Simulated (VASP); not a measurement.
# Zr (P6_3/mmc) in VASP: a series of runs, part 2 of 2

VASP 6.6.1. Earlier steps stand in the parts before.

## (5) Single point, PBEsol

This run uses another cell than the first one, of 22.47 Å³/atom, 0.965 times its volume.

The input, INCAR:

```
SYSTEM = Zr
PREC = Accurate ; ENCUT = 520
EDIFF = 1E-7 ; ISMEAR = -1
SIGMA = 0.05 ; LREAL = .False.
LASPH = .True. ; NELM = 60
ALGO = Normal ; ISIF = 2
LWAVE = .False. ; LCHARG = .False.
GGA = PS ; NBANDS = 19
```

The input, KPOINTS:

```
Automatic mesh
0
Gamma
  9 9 5
  0 0 0
```

The input, POSCAR:

```
Zr
1.0
    3.1818370437      0.0000000000      0.0000000000
   -1.5909185218      2.7555517105      0.0000000000
    0.0000000000      0.0000000000      5.1248004109
Zr
2
Direct
    0.6666666667      0.3333333333      0.7500000000
    0.3333333333      0.6666666667      0.2500000000
```

Potentials or basis: VASP PAW PBE potentials, release 64 (Zr_sv).

The run is started by

```
$ cat potpaw_PBE.64/Zr_sv/POTCAR > POTCAR
$ mpirun -np 1 vasp_std > vasp.out
```

OUTCAR:

```text
SYSTEM = Zr
   PREC = Accurate
   ENCUT = 520
   EDIFF = 1E-7
   ISMEAR = -1
   LREAL = .False.
   LASPH = .True.
   NELM = 60
   ISIF = 2
   GGA = PS

 ion  position               nearest neighbor table
   1  0.667  0.333  0.750-   2 3.15   2 3.15   2 3.15   2 3.15   2 3.15   2 3.15
   2  0.333  0.667  0.250-   1 3.15   1 3.15   1 3.15   1 3.15   1 3.15   1 3.15

  LATTYP: Found a hexagonal cell.
 ALAT       =     3.1818370437
 C/A-ratio  =     1.6106420098

  Lattice vectors:

 A1 = (   3.1818370437,   0.0000000000,   0.0000000000)
 A2 = (  -1.5909185218,   2.7555517105,   0.0000000000)
 A3 = (   0.0000000000,   0.0000000000,   5.1248004109)

Analysis of symmetry for initial positions (statically):
=====================================================================
 Subroutine PRICEL returns:
 Original cell was already a primitive cell.

 Routine SETGRP: Setting up the symmetry group for a
 hexagonal supercell.

 Subroutine GETGRP returns: Found 24 space group operations
 (whereof 12 operations were pure point group operations)
 out of a pool of 24 trial point group operations.

The static configuration has the point symmetry D_3d.
 The point group associated with its full space group is D_6h.

Analysis of symmetry for dynamics (positions and initial velocities):
=====================================================================
 Subroutine PRICEL returns:
 Original cell was already a primitive cell.

 Routine SETGRP: Setting up the symmetry group for a
 hexagonal supercell.

 Subroutine GETGRP returns: Found 24 space group operations
 (whereof 12 operations were pure point group operations)
 out of a pool of 24 trial point group operations.

The dynamic configuration has the point symmetry D_3d.
 The point group associated with its full space group is D_6h.

 Subroutine INISYM returns: Found 24 space group operations
 (whereof 12 operations are pure point group operations),
 and found     1 'primitive' translations

----------------------------------------------------------------------------------------

                                     Primitive cell

  volume of cell :      44.9328

  direct lattice vectors                    reciprocal lattice vectors
     3.181837044  0.000000000  0.000000000     0.314283851  0.181451866  0.000000000
    -1.590918522  2.755551710  0.000000000     0.000000000  0.362903732  0.000000000
     0.000000000  0.000000000  5.124800411     0.000000000  0.000000000  0.195129550

  length of vectors
     3.181837044  3.181837044  5.124800411     0.362903732  0.362903732  0.195129550

  position of ions in fractional coordinates (direct lattice)
     0.666666667  0.333333333  0.750000000
     0.333333333  0.666666667  0.250000000

  ion indices of the primitive-cell ions
   primitive index   ion index
                 1           1
                 2           2

----------------------------------------------------------------------------------------

 KPOINTS: Automatic mesh

Automatic generation of k-mesh.
 Grid dimensions read from file:
 generate k-points for:    9    9    5

 Generating k-lattice:

  Cartesian coordinates                     Fractional coordinates (reciprocal lattice)
     0.034920428  0.020161318  0.000000000     0.111111111  0.000000000  0.000000000
     0.000000000  0.040322637  0.000000000     0.000000000  0.111111111  0.000000000
     0.000000000  0.000000000  0.039025910     0.000000000  0.000000000  0.200000000

  Length of vectors
     0.040322637  0.040322637  0.039025910

  Shift w.r.t. Gamma in fractional coordinates (k-lattice)
     0.000000000  0.000000000  0.000000000

 Subroutine IBZKPT returns following result:
 ===========================================

 Found     36 irreducible k-points:

 Following reciprocal coordinates:
            Coordinates               Weight
  0.000000  0.000000  0.000000      1.000000
  0.111111 -0.000000  0.000000      6.000000
  0.222222 -0.000000  0.000000      6.000000
  0.333333 -0.000000  0.000000      6.000000
  0.444444 -0.000000  0.000000      6.000000
  0.111111  0.111111  0.000000      6.000000
[... 16 lines left out ...]
  0.333333  0.222222  0.200000     24.000000
  0.333333  0.333333  0.200000      4.000000
 [... further k-points ...]
   k-points           NKPTS =     36   k-points in BZ     NKDIM =     36   number of bands    NBANDS=     19
   number of dos      NEDOS =    301   number of ions     NIONS =      2
   total plane-waves  NPLWV =  23040
   dimension x,y,z NGX =    24 NGY =   24 NGZ =   40
   dimension x,y,z NGXF=    48 NGYF=   48 NGZF=   80
   ions per type =               2
   NGX,Y,Z   is equivalent  to a cutoff of  12.54, 12.54, 12.98 a.u.
   NGXF,Y,Z  is equivalent  to a cutoff of  25.08, 25.08, 25.95 a.u.
 SYSTEM =  Zr
   PREC   = accura    normal or accurate (medium, high low for compatibility)
   ISTART =      0    job   : 0-new  1-cont  2-samecut
   ICHARG =      2    charge: 1-file 2-atom 10-const
   ISPIN  =      1    spin polarized calculation?
   LNONCOLLINEAR =      F non collinear calculations
   LSORBIT =      F    spin-orbit coupling
   LASPH  =      T    aspherical Exc in radial PAW
   ENCUT  =  520.0 eV  38.22 Ry    6.18 a.u.   5.92  5.92  9.53*2*pi/ulx,y,z
   NELM   =     60;   NELMIN=  2; NELMDL= -5     # of ELM steps
   EDIFF  = 0.1E-06   stopping-criterion for ELM
   LREAL  =      F    real-space projection
   EDIFFG = 0.1E-05   stopping-criterion for IOM
   NSW    =      0    number of steps for IOM
   IBRION =     -1    ionic relax: 0-MD 1-quasi-New 2-CG
   NFREE  =      0    steps in history (QN), initial steepest desc. (CG)
   ISIF   =      2    stress and relaxation
   ISYM   =      2    0-nonsym 1-usesym 2-fastsym
   POTIM  = 0.5000    time-step for ionic-motion
   TEBEG  =    0.0;   TEEND  =   0.0 temperature during run
   PSTRESS=    0.0 pullay stress
   NELECT =      24.0000    total number of electrons
   NUPDOWN=      -1.0000    fix difference up-down
   EMIN   =  10.00;   EMAX   =-10.00  energy-range for DOS
   EFERMI =   0.00;   METHOD = LEGACY
   ISMEAR =    -1;   SIGMA  =   0.05  broadening in eV -4-tet -1-fermi 0-gaus
   EFERMI_NEDOS =   21; number of points for ismear=-14 and -15
   IALGO  =     38    algorithm
   IMIX   =      4    mixing-type and parameters
     AMIX     =   0.40;   BMIX     =  1.00
     AMIX_MAG =   1.60;   BMIX_MAG =  1.00
  volume/ion in A,a.u.               =      22.47       151.61
  Fermi-wavevector in a.u.,A,eV,Ry     =   1.328283  2.510092 24.005261  1.764337
  Thomas-Fermi vector in A             =   2.457533
   LORBIT       =      0    0 simple, 1 ext, 2 COOP (PROOUT), +10 PAW based schemes
   GGA     = PS    functional components
   LHFCALC =     F    Hartree Fock is set to
   AEXX    =    0.0000 exact exchange contribution
   IVDW    =     0    specifies the selected vdW correction
   LEPSILON=     F    determine dielectric tensor
   LRPA    =     F    only Hartree local field effects (RPA)
 non-spin polarized calculation
  energy-cutoff  :      520.00
  volume of cell :       44.93
 maximum number of plane-waves:      1226
 NGX is ok and might be reduce to    24
   NGX = 11   NGY = 11   NGZ = 19

 number of electron      24.0000000 magnetization

 Free energy of the ion-electron system (eV)
  ---------------------------------------------------
  ext. energy  EPLUGINS =         0.00000000
  ---------------------------------------------------
  free energy    TOTEN  =       -18.17576235 eV

  energy without entropy =      -18.15894718  energy(sigma->0) =      -18.16735476

 E-fermi :   9.2636     XC(G=0): -11.3664

 val. band max:        9.2496022605   @ k =   0.1111  -0.0000   0.4000
 cond. band min:       9.2659625529   @ k =   0.0000   0.0000   0.4000
 fundamental gap:      0.0163602924
 Fermi energy:         9.2636451559

 k-point     1 :       0.0000    0.0000    0.0000
  band No.  band energies     occupation
      1     -39.4014      2.00000
      2     -39.2279      2.00000
      3     -18.0085      2.00000
      4     -17.0278      2.00000
      5     -17.0278      2.00000
      6     -16.8936      2.00000
[... 11 lines left out ...]
     18      11.5433      0.00000
     19      13.8947      0.00000
[... 485 lines left out ...]
 k-point    24 :       0.3333    0.3333    0.2000
  band No.  band energies     occupation
      1     -39.1987      2.00000
      2     -39.1987      2.00000
      3     -17.6487      2.00000
      4     -17.6324      2.00000
      5     -17.6324      2.00000
      6     -17.3663      2.00000
[... 11 lines left out ...]
     18      13.8398      0.00000
     19      16.2933      0.00000

 [... further k-points ...]

------------------------ aborting loop because EDIFF is reached ----------------------------------------

  FORCE on cell =-STRESS in cart. coord.  units (eV):
  Direction    XX          YY          ZZ          XY          YZ          ZX
  --------------------------------------------------------------------------------------
  -------------------------------------------------------------------------------------
  Total        0.0171945      0.0171945      0.0238511      0.0000000     -0.0000000      0.0000000
  in kB        0.6131090      0.6131090      0.8504635      0.0000000     -0.0000000      0.0000000
  external PRESSURE =       0.6922271 kB  Pullay stress =       0.0000000 kB

 VOLUME and BASIS-vectors are now :
 -----------------------------------------------------------------------------
  energy-cutoff  :      520.00
  volume of cell :       44.93
      direct lattice vectors                 reciprocal lattice vectors
     3.181837044  0.000000000  0.000000000     0.314283851  0.181451866  0.000000000
    -1.590918522  2.755551710  0.000000000     0.000000000  0.362903732  0.000000000
     0.000000000  0.000000000  5.124800411     0.000000000  0.000000000  0.195129550

 POSITION                                       TOTAL-FORCE (eV/Angst)
 -----------------------------------------------------------------------------------
      1.59092      0.91852      3.84360         0.000000     -0.000000      0.000000
     -0.00000      1.83703      1.28120        -0.000000      0.000000      0.000000
 -----------------------------------------------------------------------------------
    total drift:                                0.000000     -0.000000      0.000000

  FREE ENERGIE OF THE ION-ELECTRON SYSTEM (eV)
  ---------------------------------------------------
  free  energy   TOTEN  =       -18.1757623470 eV

  energy  without entropy=      -18.1589471768  energy(sigma->0) =      -18.16735476
```

stdout:

```text
POSCAR found type information on POSCAR Zr
 POSCAR found :  1 types and       2 ions
 scaLAPACK will be used
 -----------------------------------------------------------------------------
|                                                                             |
|                                                                             |
|     You enforced a specific xc type in the INCAR file but a different       |
|     I HOPE YOU KNOW WHAT YOU ARE DOING!                                     |
|                                                                             |
 -----------------------------------------------------------------------------

 LDA part: xc-table for (Slater+PW92), standard interpolation
 POSCAR, INCAR and KPOINTS ok, starting setup
 FFT: planning ... GRIDC
 FFT: planning ... GRID_SOFT
 FFT: planning ... GRID
 WAVECAR not read
 entering main loop
```

Run time: 23 s. Hardware: 1 thread of Intel Xeon Platinum 8375C at 2.90GHz (Ice Lake), shared host; peak memory 0.17 GiB.

Results:

* Free energy: -18.1758 eV
* Pressure: 0.1 GPa
* Band gap on the k mesh: zero (band 12 reaches 10.15 eV, above the bottom of band 13 at 9.02 eV)

Caveat: the PAW data sets were made with another functional, which shifts forces and pressure a little.

## (6) Single point, PBEsol (volume scaled by 0.96)

The input, INCAR:

```
SYSTEM = Zr
PREC = Accurate
ENCUT = 520
EDIFF = 1E-7
ISMEAR = -1
SIGMA = 0.05
LREAL = .False.
LASPH = .True.
NELM = 60
ALGO = Normal
ISIF = 2
LWAVE = .False.
LCHARG = .False.
GGA = PS
NBANDS = 19
```

The input, KPOINTS:

```
regular mesh
0
Gamma
  9 9 5
  0 0 0
```

The input, POSCAR:

```
Zr
1.0
    3.1883189697      0.0000000000      0.0000000000
   -1.5941594848      2.7611652231      0.0000000000
    0.0000000000      0.0000000000      5.0774374186
Zr
2
Direct
    0.6666666667      0.3333333333      0.7500000000
    0.3333333333      0.6666666667      0.2500000000
```

Potentials or basis: VASP PAW PBE potentials, release 64 (Zr_sv).

The run is started by

```
$ cat potpaw_PBE.64/Zr_sv/POTCAR > POTCAR
$ mpirun -np 1 vasp_std > vasp.out
```

It took 22 s on 1 thread of Intel Xeon Platinum 8375C at 2.90GHz (Ice Lake), shared host; peak memory 0.17 GiB.

Results (log left out):

* Free energy: -18.1738 eV
* Pressure: 0.7 GPa
* Band gap on the k mesh: zero (band 12 reaches 10.19 eV, above the bottom of band 13 at 9.09 eV)

Stress tensor (GPa, compression positive):
```
0.25 0.00 0.00
0.00 0.25 0.00
0.00 0.00 1.48
```

Levels at points of the mesh, in eV from the Fermi level:
| k point | band 8 | band 9 | band 10 | band 11 | band 12 | band 13 | band 14 | band 15 | band 16 | band 17 |
| --- | --- | --- | --- | --- | --- | --- | --- | --- | --- | --- |
| (0.00, 0.00, 0.00) | -26.14 | -5.75 | -3.17 | 0.85 | 0.85 | 1.02 | 1.34 | 1.58 | 1.58 | 2.19 |

Caveat: the cell differs from its parent crystal (volume scaled by 0.96); the PAW data sets were made with another functional, which shifts forces and pressure a little.

## (7) Overview

| task | level | potentials or basis | cell | cutoff (eV) | gap on the mesh (eV) | pressure (GPa) | relaxed volume (Å³/atom) |
| --- | --- | --- | --- | --- | --- | --- | --- |
| relaxation of cell and atoms | PBE+D3(BJ) | VASP PAW PBE potentials, release 64 (Zr_sv) | relaxed from a = 3.232, b = 3.232, c = 5.147 Å, angles 90.0, 90.0, 120.0°, 2 atoms | 600 | none | 0.1 | 22.45 |
| relaxation of cell and atoms | PBEsol+D3(BJ) | VASP PAW PBE potentials, release 64 (Zr_sv) | relaxed from a = 3.232, b = 3.232, c = 5.147 Å, angles 90.0, 90.0, 120.0°, 2 atoms | 600 | none | 0.0 | 21.50 |
| single point | LDA | VASP PAW LDA potentials, release 64 (Zr_sv) | a = 3.145, b = 3.145, c = 5.089 Å, angles 90.0, 90.0, 120.0°, 2 atoms | 520 | none | 0.1 | - |
| single point | PBEsol | VASP PAW PBE potentials, release 64 (Zr_sv) | a = 3.182, b = 3.182, c = 5.125 Å, angles 90.0, 90.0, 120.0°, 2 atoms | 520 | none | 0.1 | - |
| single point | PBEsol | VASP PAW PBE potentials, release 64 (Zr_sv) | a = 3.188, b = 3.188, c = 5.077 Å, angles 90.0, 90.0, 120.0°, 2 atoms | 520 | none | 0.7 | - |

Alike in all rows: no spin polarisation; k mesh 9 × 9 × 5; smearing fermi-dirac 0.05 eV.

Caveats: the PAW data sets were made with another functional, which shifts forces and pressure a little (some runs); pairwise dispersion overbinds metals, which lowers pressure and volume (some runs).

Absolute energies hang on the potentials; compare differences alone.
